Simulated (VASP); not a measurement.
BaZrO3:

```
CELL_PARAMETERS angstrom
4.19134 0.00000 0.00000
0.00000 4.19134 0.00000
0.00000 0.00000 4.19134
ATOMIC_POSITIONS crystal
Ba 0.00000 0.00000 0.00000
Zr 0.50000 0.50000 0.50000
O 0.50000 0.50000 0.00000
O 0.50000 0.00000 0.50000
O 0.00000 0.50000 0.50000
```

| Item | Value |
| --- | --- |
| Program | VASP 6.6.1 |
| Task | relaxation of cell and atoms |
| Functional | revPBE |
| Dispersion | D4 |
| Potentials or basis | VASP PAW PBE potentials, release 64 (Ba_sv, Zr_sv, O) |
| Cutoff | 600 eV |
| k mesh | 6 × 6 × 6 |
| Occupations | fermi-dirac, width 0.05 eV |
| Spin | no spin polarisation |

At the start: pressure 3.3 GPa; volume 14.73 Å³/atom.

Task: Where does the relaxation end?

Result: Over 3 steps the energy falls by 3.2 meV/atom and the volume is 15.05 Å³/atom (+2.2 %); space group Pm-3m (No. 221, to 0.1 Å) before and after.

Step by step:
```csv
step,energy change (eV),largest force (eV/Å),pressure (GPa),volume (Å³)
1,0.0000,0.0000,3.32,73.63
2,0.0009,0.0000,-3.16,76.93
3,-0.0162,0.0000,0.00,75.23
```

Final structure:
```
CELL_PARAMETERS angstrom
4.22149 0.00000 0.00000
0.00000 4.22149 0.00000
0.00000 0.00000 4.22149
ATOMIC_POSITIONS crystal
Ba 0.00000 0.00000 0.00000
Zr 0.50000 0.50000 0.50000
O 0.50000 0.50000 0.00000
O 0.50000 0.00000 0.50000
O 0.00000 0.50000 0.50000
```

Caveat: the PAW data sets were made with another functional, which shifts forces and pressure a little.
